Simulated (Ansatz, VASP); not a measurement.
## One calculation of PbS, two programs

The input INCAR:

```
SYSTEM = PbS
ALGO = Normal
EDIFF = 1E-6
ENCUT = 520
GGA = PE
ISIF = 2
ISMEAR = 0
LASPH = .True.
LCHARG = .False.
LREAL = .False.
LWAVE = .False.
NBANDS = 17
NELM = 80
PREC = Accurate
SIGMA = 0.01
```

The input KPOINTS:

```
k-points
0
Gamma
  4 4 4
  0 0 0
```

Contents of POSCAR:

```
PbS
1.0
    0.0000000000      2.9872327164      2.9872327164
    2.9872327164      0.0000000000      2.9872327164
    2.9872327164      2.9872327164      0.0000000000
Pb S
1 1
Direct
    0.0000000000      0.0000000000      0.0000000000
    0.5000000000      0.5000000000      0.5000000000
```

Input for Ansatz:

```yaml
crystal:
  lattice:
    - [0.0, 2.9872327164, 2.9872327164]
    - [2.9872327164, 0.0, 2.9872327164]
    - [2.9872327164, 2.9872327164, 0.0]
  atoms:
    - { symbol: Pb, position: [0.0, 0.0, 0.0] }
    - { symbol: S, position: [0.5, 0.5, 0.5] }
kpoints:
  mp_grid: { grid: [4, 4, 4] }
hamiltonian:
  xc: pbe
scf:
  occupations: { method: fixed }
  n_extra_bands: 4
output:
  forces: true
  stress: true
  eigenvalues: true
```

Alike in both runs: task single point; functional PBE; k mesh 4 × 4 × 4; no spin polarisation.

|  | VASP | Ansatz |
| --- | --- | --- |
| version | VASP 6.6.1 | Ansatz 0.2.0 |
| potentials or method | VASP PAW PBE potentials, release 64 (Pb_d, S) | plane waves |
| plane-wave cutoff (eV) | 520 | 420 |
| occupations | gaussian, width 0.01 eV | fixed |
| valence electrons in the cell | 20 | 20 |

```csv
,VASP,Ansatz,Ansatz less VASP
gap on the k mesh at the Fermi level (eV),0.44,0.43,-0.007
pressure (GPa),0.9,1.0,+0.09
```

The k mesh is coarse, so the values compare programs but aren't converged. Neither program's run includes spin-orbit coupling.
